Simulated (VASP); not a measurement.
Here is a VASP 6.6.1 calculation.

INCAR

```
SYSTEM = LuHfO2
  PREC = Accurate
  ENCUT = 520
  EDIFF = 1E-6
  ISMEAR = 0
  SIGMA = 0.1
  LREAL = .FALSE.
  LASPH = .TRUE.
  NELM = 80
  ALGO = Normal
  ISIF = 2
  LWAVE = .FALSE.
  LCHARG = .FALSE.
  GGA = PE
  NBANDS = 32
```

KPOINTS

```
regular mesh
0
G
  6 6 4
  0 0 0
```

The input POSCAR:

```
LuHfO2
1.0
    3.3513436900      0.0000000000      0.0000000000
    0.0000000000      3.3513436900      0.0000000000
    0.0000000000      0.0000000000      4.7351511600
Lu Hf O
1 1 2
Direct
    0.0000000000      0.0000000000      0.0000000000
    0.5000000000      0.5000000000      0.5000000000
    0.0000000000      0.0000000000      0.5000000000
    0.5000000000      0.5000000000      0.0000000000
```

Potentials or basis: VASP PAW PBE potentials, release 64 (Lu, Hf_pv, O).

Launch:

```bash
$ cat potpaw_PBE.64/Lu/POTCAR potpaw_PBE.64/Hf_pv/POTCAR potpaw_PBE.64/O/POTCAR > POTCAR
$ mpirun -np 1 vasp_std > vasp.out
```

Problem. What does it give for the pressure?

Solution. -7.1 GPa.

Problem. What does it give for the band gap on the k mesh?

Solution. Zero (an odd number of electrons rules out a gap without spin polarisation).

Stress tensor (GPa, compression positive):
```
-6.38  0.00  0.00
 0.00 -6.38  0.00
 0.00  0.00 -8.57
```

Caveat: the cell stands under tension; spin-orbit coupling is left out, which moves the levels of the heavy elements; an odd number of electrons without spin polarisation forces a metal; a magnetic or distorted state may lie lower.
